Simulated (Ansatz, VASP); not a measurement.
WS2: VASP beside Ansatz

```xyz
9
Lattice="3.2356 0.0000 0.0000 -1.6178 2.8021 0.0000 0.0000 0.0000 22.7597" Properties=species:S:1:pos:R:3 pbc="T T T"
W     1.6178    0.9340    7.5711
W     0.0000    1.8681   15.1577
W     0.0000    0.0000   22.7443
S     0.0000    1.8681    6.0165
S     1.6178    0.9340    1.5392
S     0.0000    0.0000   13.6030
S     0.0000    1.8681    9.1258
S     1.6178    0.9340   21.1896
S     0.0000    0.0000   16.7124
```

Change from the starting cell: equal strain along all axes, cell held, atoms relaxed: +1.5 %.

Alike in both runs: functional PBE; k mesh 12 × 12 × 2; occupations gaussian, width 0.02 eV; no spin polarisation.

Ansatz relaxed the structure, and its values are those at the end. VASP's run is a single point on that final structure, the one shown.

|  | VASP | Ansatz |
| --- | --- | --- |
| version | VASP 6.6.1 | Ansatz 0.2.0 |
| potentials or method | VASP PAW PBE potentials, release 64 (W_sv, S), cutoff 520 eV | scalar-relativistic, plane waves, PAW |
| valence electrons in the cell | 78 | 78 |

VASP gave:

* gap on the k mesh at the Fermi level (eV): 1.30
* least direct gap on the mesh (eV): 1.62
* pressure (GPa): -2.2

Task: Estimate Ansatz's values.

Result: gap on the k mesh at the Fermi level (eV): 1.29; least direct gap on the mesh (eV): 1.62; pressure (GPa): -2.2.

The functional is the same, so the differences come from potentials, cutoffs and numerics. Ansatz's warnings: stress scf threshold loose.

Neither program's run includes spin-orbit coupling.
